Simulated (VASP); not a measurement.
A run of VASP 6.6.1 is set up as follows.

Contents of POSCAR:

```
Be
1.0
    2.1899628656      0.0000000000      0.0000000000
   -1.0949814328      1.8965634749      0.0000000000
    0.0000000000      0.0000000000      3.4640887065
Be
2
Direct
    0.3333333333      0.6666666667      0.2500000000
    0.6666666667      0.3333333333      0.7500000000
```

INCAR.step1

```
PREC = Accurate
ENCUT = 600
ISMEAR = 0
SIGMA = 0.1
LREAL = False
LASPH = True
NELM = 60
GGA = PE
ALGO = Normal
EDIFF = 1E-4
LWAVE = True
LCHARG = False
```

The input INCAR.step2:

```
PREC = Accurate
ENCUT = 600
EDIFF = 1E-6
ISMEAR = 0
SIGMA = 0.1
LREAL = False
LASPH = True
NELM = 60
ALGO = Normal
ISIF = 4
LWAVE = False
LCHARG = False
METAGGA = R2SCAN
LMIXTAU = True
IBRION = 2
NSW = 50
EDIFFG = -0.01
ISTART = 1
```

File KPOINTS:

```
regular mesh
0
Gamma
  21 21 12
```

Potentials or basis: VASP PAW PBE potentials, release 64 (Be).

Launch:

```bash
$ cat potpaw_PBE.64/Be/POTCAR > POTCAR
$ cp INCAR.step1 INCAR
$ mpirun -np 1 vasp_std > vasp.out
$ cp INCAR.step2 INCAR
$ mpirun -np 1 vasp_std > vasp.out
```

Predict the band gap on the k mesh.

zero (bands 2 and 3 overlap by 2.32 eV).

Final structure:
```
Be
1.0
     2.18886    0.00000    0.00000
    -1.09443    1.89561    0.00000
     0.00000    0.00000    3.46758
Be
2
Direct
  0.33333 0.66667 0.25000
  0.66667 0.33333 0.75000
```
